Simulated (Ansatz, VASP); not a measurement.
# One calculation of SrVO3, two programs

```xyz
5
Lattice="3.8409 0.0000 0.0000 0.0000 3.8409 0.0000 0.0000 0.0000 3.8409" Properties=species:S:1:pos:R:3 pbc="T T T"
Sr    1.9204    1.9204    1.9204
V     0.0000    0.0000    0.0000
O     0.0000    0.0000    1.9204
O     0.0000    1.9204    0.0000
O     1.9204    0.0000    0.0000
```

Alike in both runs: task relaxation of cell and atoms; functional revPBE; k mesh 7 × 7 × 7; occupations fermi-dirac, width 0.05 eV; collinear spin.

|  | VASP | Ansatz |
| --- | --- | --- |
| version | VASP 6.6.1 | Ansatz 0.2.0 |
| potentials or method | VASP PAW PBE potentials, release 64 (Sr_sv, V_sv, O) | Ansatz PAW |
| plane-wave cutoff (eV) | 600 | 420 |
| valence electrons in the cell | 41 | 41 |

```csv
,VASP,Ansatz,Ansatz less VASP
net moment per atom (μB),0.00,0.00,0.000
relaxed volume (Å³/atom),11.75,11.71,-0.046
relaxed cell length with the largest relative difference (Å),3.888,3.883,-0.0051
```

VASP's potentials were made for PBE, not for revPBE.

Noted on Ansatz's run: the plane-wave basis is chosen anew once the cell has moved, so the energies of steps on either side of that aren't comparable.
